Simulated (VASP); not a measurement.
# Li2LuSnS4 (I-42m) in VASP: single point with r2SCAN

Aim: the single point of Li2LuSnS4 with r2SCAN.

Everything below comes from runs of VASP 6.6.1. Logs are shortened: lines on timing, memory, paths and dates and some standing lists are left out, and cuts for length are marked.

### 1 The cell of the first run

The structure is tetragonal, space group I-42m (No. 121). Conventional cell: a = 6.402 Å, b = 6.402 Å, c = 7.281 Å, α = 90.00°, β = 90.00°, γ = 90.00°. Sn (site symmetry -42m) has 8 S at 2.53 to 3.35 Å within 3.4 Å. Within 3.4 Å of Lu (site symmetry -42m) lie 8 S at 2.59 to 3.30 Å. Li (site symmetry -4) has 4 S at 2.35 Å within 3.1 Å. Within 3.1 Å of S (site symmetry m) lie 2 Li at 2.35 Å and 1 Sn at 2.53 Å and 1 Lu at 2.59 Å.

### 2 Single point, r2SCAN

File POSCAR:

```
Li2LuSnS4
1.0
   -3.2010287463      3.2010287463      3.6406375100
    3.2010287463     -3.2010287463      3.6406375100
    3.2010287463      3.2010287463     -3.6406375100
Sn Lu Li S
1 1 2 4
Direct
    0.0000000000      0.0000000000      0.0000000000
    0.5000000000      0.5000000000      0.0000000000
    0.2500000000      0.7500000000      0.5000000000
    0.7500000000      0.2500000000      0.5000000000
    0.0810478787      0.0810478787      0.4923494901
    0.9189521213      0.4113016114      0.0000000000
    0.5886983886      0.5886983886      0.5076505099
    0.4113016114      0.9189521213      0.0000000000
```

File INCAR.step1:

```
SYSTEM = Li2LuSnS4
ALGO = Normal
EDIFF = 1E-4
ENCUT = 520
GGA = PE
ISMEAR = 1
LASPH = .True.
LCHARG = .False.
LREAL = .False.
LWAVE = .True.
NBANDS = 44
NELM = 60
PREC = Accurate
SIGMA = 0.2929
```

File INCAR.step2:

```
SYSTEM = Li2LuSnS4
ALGO = Normal
EDIFF = 1E-6
ENCUT = 520
ISIF = 2
ISMEAR = 1
ISTART = 1
LASPH = .True.
LCHARG = .False.
LMIXTAU = .True.
LREAL = .False.
LWAVE = .False.
METAGGA = R2SCAN
NBANDS = 44
NELM = 60
PREC = Accurate
SIGMA = 0.2929
```

File KPOINTS:

```
k-points
0
Gamma
  6 6 6
  0 0 0
```

Potentials or basis: VASP PAW PBE potentials, release 64 (Sn_d, Lu, Li_sv, S).

Started as:

```
> cat potpaw_PBE.64/Sn_d/POTCAR potpaw_PBE.64/Lu/POTCAR potpaw_PBE.64/Li_sv/POTCAR potpaw_PBE.64/S/POTCAR > POTCAR
> cp INCAR.step1 INCAR
> mpirun -np 1 vasp_std > vasp.out
> cp INCAR.step2 INCAR
> mpirun -np 1 vasp_std > vasp.out
```

OUTCAR:

```text
SYSTEM = Li2LuSnS4
   EDIFF = 1E-6
   ENCUT = 520
   ISIF = 2
   ISMEAR = 1
   ISTART = 1
   LASPH = .True.
   LREAL = .False.
   METAGGA = R2SCAN
   NELM = 60
   PREC = Accurate

 ion  position               nearest neighbor table
   1  0.000  0.000  0.000-   5 2.53   6 2.53   7 2.53   8 2.53   2 3.64   2 3.64
   2  0.500  0.500  0.000-   6 2.59   8 2.59   7 2.59   5 2.59   1 3.64   1 3.64
   3  0.250  0.750  0.500-   5 2.35   7 2.35   8 2.35   6 2.35
   4  0.750  0.250  0.500-   5 2.35   6 2.35   7 2.35   8 2.35
   5  0.081  0.081  0.492-   3 2.35   4 2.35   1 2.53   2 2.59
   6  0.919  0.411  0.000-   3 2.35   4 2.35   1 2.53   2 2.59
   7  0.589  0.589  0.508-   3 2.35   4 2.35   1 2.53   2 2.59
   8  0.411  0.919  0.000-   4 2.35   3 2.35   1 2.53   2 2.59

  LATTYP: Found a body centered tetragonal cell.
 ALAT       =     6.4020574926
 C/A-ratio  =     1.1373335882

  Lattice vectors:

 A1 = (  -3.2010287463,   3.2010287463,   3.6406375100)
 A2 = (   3.2010287463,  -3.2010287463,   3.6406375100)
 A3 = (   3.2010287463,   3.2010287463,  -3.6406375100)

Analysis of symmetry for initial positions (statically):
=====================================================================
 Subroutine PRICEL returns:
 Original cell was already a primitive cell.

 Routine SETGRP: Setting up the symmetry group for a
 body centered tetragonal supercell.

 Subroutine GETGRP returns: Found  8 space group operations
 (whereof  8 operations were pure point group operations)
 out of a pool of 16 trial point group operations.

The static configuration has the point symmetry D_2d.

Analysis of symmetry for dynamics (positions and initial velocities):
=====================================================================
 Subroutine PRICEL returns:
 Original cell was already a primitive cell.

 Routine SETGRP: Setting up the symmetry group for a
 body centered tetragonal supercell.

 Subroutine GETGRP returns: Found  8 space group operations
 (whereof  8 operations were pure point group operations)
 out of a pool of 16 trial point group operations.

The dynamic configuration has the point symmetry D_2d.

 Subroutine INISYM returns: Found  8 space group operations
 (whereof  8 operations are pure point group operations),
 and found     1 'primitive' translations

----------------------------------------------------------------------------------------

                                     Primitive cell

  volume of cell :     149.2164

  direct lattice vectors                    reciprocal lattice vectors
    -3.201028746  3.201028746  3.640637510     0.000000000  0.156199784  0.137338584
     3.201028746 -3.201028746  3.640637510     0.156199784  0.000000000  0.137338584
     3.201028746  3.201028746 -3.640637510     0.156199784  0.156199784  0.000000000

  length of vectors
     5.809252237  5.809252237  5.809252237     0.207991008  0.207991008  0.220899854

  position of ions in fractional coordinates (direct lattice)
     0.000000000  0.000000000  0.000000000
     0.500000000  0.500000000  0.000000000
     0.250000000  0.750000000  0.500000000
     0.750000000  0.250000000  0.500000000
     0.081047879  0.081047879  0.492349490
     0.918952121  0.411301611  0.000000000
     0.588698389  0.588698389  0.507650510
     0.411301611  0.918952121  0.000000000

  ion indices of the primitive-cell ions
   primitive index   ion index
                 1           1
                 2           2
                 3           3
                 4           4
                 5           5
                 6           6
                 7           7
                 8           8

----------------------------------------------------------------------------------------

 KPOINTS: k-points

Automatic generation of k-mesh.
 Grid dimensions read from file:
 generate k-points for:    6    6    6

 Generating k-lattice:

  Cartesian coordinates                     Fractional coordinates (reciprocal lattice)
     0.000000000  0.026033297  0.022889764     0.166666667 -0.000000000  0.000000000
     0.026033297  0.000000000  0.022889764    -0.000000000  0.166666667  0.000000000
     0.026033297  0.026033297  0.000000000     0.000000000  0.000000000  0.166666667

  Length of vectors
     0.034665168  0.034665168  0.036816642

  Shift w.r.t. Gamma in fractional coordinates (k-lattice)
     0.000000000  0.000000000  0.000000000

 Subroutine IBZKPT returns following result:
 ===========================================

 Found     30 irreducible k-points:

 Following reciprocal coordinates:
            Coordinates               Weight
  0.000000  0.000000  0.000000      1.000000
  0.166667 -0.000000  0.000000      8.000000
  0.333333 -0.000000  0.000000      8.000000
  0.500000 -0.000000  0.000000      4.000000
  0.166667  0.166667  0.000000      8.000000
  0.333333  0.166667  0.000000     16.000000
[... 16 lines left out ...]
 -0.333333 -0.333333  0.166667      8.000000
 -0.166667 -0.333333  0.166667      8.000000
 [... further k-points ...]
   k-points           NKPTS =     30   k-points in BZ     NKDIM =     30   number of bands    NBANDS=     44
   number of dos      NEDOS =    301   number of ions     NIONS =      8
   total plane-waves  NPLWV = 110592
   dimension x,y,z NGX =    48 NGY =   48 NGZ =   48
   dimension x,y,z NGXF=    96 NGYF=   96 NGZF=   96
   ions per type =               1   1   2   4
   NGX,Y,Z   is equivalent  to a cutoff of  13.74, 13.74, 13.74 a.u.
   NGXF,Y,Z  is equivalent  to a cutoff of  27.47, 27.47, 27.47 a.u.
 SYSTEM =  Li2LuSnS4
   PREC   = accura    normal or accurate (medium, high low for compatibility)
   ISTART =      1    job   : 0-new  1-cont  2-samecut
   ICHARG =      0    charge: 1-file 2-atom 10-const
   ISPIN  =      1    spin polarized calculation?
   LNONCOLLINEAR =      F non collinear calculations
   LSORBIT =      F    spin-orbit coupling
   LASPH  =      T    aspherical Exc in radial PAW
   ENCUT  =  520.0 eV  38.22 Ry    6.18 a.u.  10.80 10.80 10.80*2*pi/ulx,y,z
   NELM   =     60;   NELMIN=  2; NELMDL=  0     # of ELM steps
   EDIFF  = 0.1E-05   stopping-criterion for ELM
   LREAL  =      F    real-space projection
   EDIFFG = 0.1E-04   stopping-criterion for IOM
   NSW    =      0    number of steps for IOM
   IBRION =     -1    ionic relax: 0-MD 1-quasi-New 2-CG
   NFREE  =      0    steps in history (QN), initial steepest desc. (CG)
   ISIF   =      2    stress and relaxation
   ISYM   =      2    0-nonsym 1-usesym 2-fastsym
   POTIM  = 0.5000    time-step for ionic-motion
   TEBEG  =    0.0;   TEEND  =   0.0 temperature during run
   PSTRESS=    0.0 pullay stress
   NELECT =      69.0000    total number of electrons
   NUPDOWN=      -1.0000    fix difference up-down
   EMIN   =  10.00;   EMAX   =-10.00  energy-range for DOS
   EFERMI =   0.00;   METHOD = LEGACY
   ISMEAR =     1;   SIGMA  =   0.29  broadening in eV -4-tet -1-fermi 0-gaus
   EFERMI_NEDOS =   21; number of points for ismear=-14 and -15
   IALGO  =     38    algorithm
   IMIX   =      4    mixing-type and parameters
     AMIX     =   0.40;   BMIX     =  1.00
     AMIX_MAG =   1.60;   BMIX_MAG =  1.00
  volume/ion in A,a.u.               =      18.65       125.87
  Fermi-wavevector in a.u.,A,eV,Ry     =   1.265957  2.392312 21.805343  1.602647
  Thomas-Fermi vector in A             =   2.399183
   LORBIT       =      0    0 simple, 1 ext, 2 COOP (PROOUT), +10 PAW based schemes
   METAGGA = R2SCAN    functional components
   LHFCALC =     F    Hartree Fock is set to
   AEXX    =    0.0000 exact exchange contribution
   IVDW    =     0    specifies the selected vdW correction
   LEPSILON=     F    determine dielectric tensor
   LRPA    =     F    only Hartree local field effects (RPA)
 non-spin polarized calculation
 Methfessel and Paxton  Order N= 1 SIGMA  =   0.29
  energy-cutoff  :      520.00
  volume of cell :      149.22
 maximum number of plane-waves:      4036
 NGX is ok and might be reduce to    48
   NGX = 21   NGY = 21   NGZ = 21

 number of electron      69.0000012 magnetization

 Free energy of the ion-electron system (eV)
  ---------------------------------------------------
  ext. energy  EPLUGINS =         0.00000000
  ---------------------------------------------------
  free energy    TOTEN  =      -109.47565311 eV

  energy without entropy =     -109.46757211  energy(sigma->0) =     -109.47295944

 E-fermi :   5.3543     XC(G=0): -10.4944

 val. band max:        5.3215194173   @ k =  -0.3333  -0.3333   0.1667
 cond. band min:       5.4202081934   @ k =   0.5000   0.5000   0.0000
 fundamental gap:      0.0986887761
 Fermi energy:         5.3542875447

 k-point     1 :       0.0000    0.0000    0.0000
  band No.  band energies     occupation
      1     -53.1179      2.00000
      2     -41.9532      2.00000
      3     -41.9523      2.00000
      4     -23.2540      2.00000
      5     -23.1247      2.00000
      6     -23.1247      2.00000
[... 36 lines left out ...]
     43      10.2125     -0.00000
     44      10.6642     -0.00000

 k-point     2 :       0.1667   -0.0000    0.0000
  band No.  band energies     occupation
      1     -53.1179      2.00000
      2     -41.9532      2.00000
      3     -41.9524      2.00000
      4     -23.2546      2.00000
      5     -23.1251      2.00000
      6     -23.1251      2.00000
[... 36 lines left out ...]
     43      10.1764     -0.00000
     44      10.5076     -0.00000

 k-point     3 :       0.3333   -0.0000    0.0000
  band No.  band energies     occupation
      1     -53.1179      2.00000
      2     -41.9530      2.00000
      3     -41.9525      2.00000
      4     -23.2557      2.00000
      5     -23.1259      2.00000
      6     -23.1258      2.00000
[... 976 lines left out ...]
     43      10.4317     -0.00000
     44      10.9213     -0.00000

 k-point    24 :      -0.1667   -0.3333    0.1667
  band No.  band energies     occupation
      1     -53.1179      2.00000
      2     -41.9529      2.00000
      3     -41.9526      2.00000
      4     -23.2562      2.00000
      5     -23.1262      2.00000
      6     -23.1262      2.00000
[... 36 lines left out ...]
     43      10.2344     -0.00000
     44      10.6669     -0.00000

 [... further k-points ...]

------------------------ aborting loop because EDIFF is reached ----------------------------------------

  FORCE on cell =-STRESS in cart. coord.  units (eV):
  Direction    XX          YY          ZZ          XY          YZ          ZX
  --------------------------------------------------------------------------------------
  -------------------------------------------------------------------------------------
  Total        4.7569204      4.7569204      4.7303110      0.0000000     -0.0000000      0.0000000
  in kB       51.0763534     51.0763534     50.7906420      0.0000000     -0.0000000      0.0000000
  external PRESSURE =      50.9811163 kB  Pullay stress =       0.0000000 kB

 VOLUME and BASIS-vectors are now :
 -----------------------------------------------------------------------------
  energy-cutoff  :      520.00
  volume of cell :      149.22
      direct lattice vectors                 reciprocal lattice vectors
    -3.201028746  3.201028746  3.640637510     0.000000000  0.156199784  0.137338584
     3.201028746 -3.201028746  3.640637510     0.156199784  0.000000000  0.137338584
     3.201028746  3.201028746 -3.640637510     0.156199784  0.156199784  0.000000000

 POSITION                                       TOTAL-FORCE (eV/Angst)
 -----------------------------------------------------------------------------------
      0.00000      0.00000      0.00000        -0.000000     -0.000000      0.000000
      0.00000      0.00000      3.64064        -0.000000     -0.000000      0.000000
      3.20103      0.00000      1.82032        -0.000000     -0.000000      0.000000
      0.00000      3.20103      1.82032        -0.000000     -0.000000      0.000000
      1.57602      1.57602     -1.20233        -0.022698     -0.022698     -0.022744
     -1.62500      1.62500      4.84297        -0.022698      0.022698      0.022744
      1.62500      1.62500      2.43830         0.022698      0.022698     -0.022744
      1.62500     -1.62500      4.84297         0.022698     -0.022698      0.022744
 -----------------------------------------------------------------------------------
    total drift:                               -0.000068     -0.000068     -0.000060

  FREE ENERGIE OF THE ION-ELECTRON SYSTEM (eV)
  ---------------------------------------------------
  free  energy   TOTEN  =      -109.4756531078 eV

  energy  without entropy=     -109.4675721140  energy(sigma->0) =     -109.47295944
```

It took 16 min on 1 thread of Intel Xeon Platinum 8259CL at 2.50GHz (Skylake/Cascade Lake), shared host; peak memory 0.5 GiB.

What came out:

- Free energy: -109.4757 eV
- Largest force: 0.039 eV/Å
- Band gap on the k mesh: zero (an odd number of electrons rules out a gap without spin polarisation)

Forces on the atoms (eV/Å):
```
Sn   0.000  0.000  0.000
Lu   0.000  0.000  0.000
Li   0.000  0.000  0.000
Li   0.000  0.000  0.000
S   -0.023 -0.023 -0.023
S   -0.023  0.023  0.023
S    0.023  0.023 -0.023
S    0.023 -0.023  0.023
```

Levels at points of the mesh, in eV from the Fermi level:
```tsv
k point	band 31	band 32	band 33	band 34	band 35	band 36	band 37	band 38	band 39	band 40
(0.00, 0.00, 0.00)	-2.75	-2.28	-2.28	-1.79	-0.62	2.72	2.78	3.11	3.57	3.57
(0.50, 0.00, 0.00)	-2.85	-2.69	-2.44	-2.34	0.15	1.19	2.88	3.04	3.41	4.43
(0.50, 0.50, 0.00)	-3.20	-2.52	-2.16	-2.14	0.07	1.76	2.30	2.71	3.30	3.41
(0.50, 0.50, 0.50)	-2.62	-2.07	-2.07	-1.44	0.59	1.46	2.81	2.81	3.09	3.72
```

Caveat: the cutoff is under 1.25 times the usual one of these potentials, so pressure, stress and relaxed cells hold a basis-set (Pulay) error; so wide a smearing shifts energies and pressures; the PAW data sets were made with another functional, which shifts forces and pressure a little; spin-orbit coupling is left out, which moves the levels of the heavy elements.

The gap in the log of VASP goes by the Fermi energy; the results here count the filled bands.